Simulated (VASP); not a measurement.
Wanted: the native input for a VASP 6.6.1 run.

| Item | Value |
| --- | --- |
| Task | single point |
| Functional | PBE |
| Potentials or basis | VASP PAW PBE potentials, release 64 (Ge_d) |
| Cutoff | 500 eV |
| k mesh | 8 × 8 × 8 |
| Occupations | fermi-dirac, width 0.02 eV |
| Spin | no spin polarisation |
| Dipole correction | no |
| Further INCAR settings | ALGO = Normal; EDIFF = 1e-06; NBANDS = 21 |

The structure of Ge lies in POSCAR:

```
Ge
1.0
    0.0000000000      2.8662055851      2.8662055851
    2.8662055851      0.0000000000      2.8662055851
    2.8662055851      2.8662055851      0.0000000000
Ge
2
Direct
    0.0000000000      0.0000000000      0.0000000000
    0.2500000000      0.2500000000      0.2500000000
```

The input as run:

INCAR

```
  PREC = Accurate
  ENCUT = 500
  EDIFF = 1E-6
  ISMEAR = -1
  SIGMA = 0.02
  LREAL = False
  LASPH = True
  NELM = 120
  ALGO = Normal
  ISIF = 2
  LWAVE = False
  LCHARG = True
  GGA = PE
  LELF = True
  LVHAR = True
  NBANDS = 21
  GGA_COMPAT = False
```

KPOINTS

```
regular mesh
0
Gamma
  8 8 8
```

Potentials or basis: VASP PAW PBE potentials, release 64 (Ge_d).

Command:

```console
$ cat potpaw_PBE.64/Ge_d/POTCAR > POTCAR
$ mpirun -np 1 vasp_std > vasp.out
```

Results of the run:

```yaml
Pressure: 0.8 GPa
Band_gap_on_the_k_mesh: zero (filled and empty bands touch)
```

Caveat: semilocal functionals underestimate gaps, so a narrow gap can read as zero.

Run time: 54 s on 1 thread of Intel Xeon 8259CL, with other jobs on the host, peak memory 0.17 GiB.
